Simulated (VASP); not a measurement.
Crystal: Y3GaC.

```
CELL_PARAMETERS angstrom
4.85429 0.00000 0.00000
0.00000 4.85429 0.00000
0.00000 0.00000 4.85429
ATOMIC_POSITIONS crystal
Y 0.50000 0.00000 0.50000
Y 0.50000 0.50000 0.00000
Y 0.00000 0.50000 0.50000
Ga 0.00000 0.00000 0.00000
C 0.50000 0.50000 0.50000
```

Base run:

- Program: VASP 6.6.1
- Functional: LDA
- Potentials or basis: VASP PAW LDA potentials, release 64 (Y_sv, Ga_d, C)
- Cutoff: 520 eV
- k mesh: 6 × 6 × 6
- Occupations: gaussian, width 0.1 eV
- Spin: no spin polarisation

Its results: band gap on the k mesh zero (band 25 reaches 3.27 eV, above the bottom of band 26 at 3.26 eV); pressure -4.5 GPa.

Question: After a change of settings the same cell gave: band gap on the k mesh zero (filled and empty bands touch); pressure -3.6 GPa. Which change was it?
A. k mesh from 6 × 6 × 6 to 2 × 2 × 2
B. k mesh from 6 × 6 × 6 to 5 × 5 × 5; further incar settings from ALGO = Normal; EDIFF = 1e-06; NBANDS = 33 to ALGO = Normal; EDIFF = 1e-07; NBANDS = 33
C. k mesh from 6 × 6 × 6 to 4 × 4 × 4

Answer: A.

Caveats: some runs use coarse meshes.
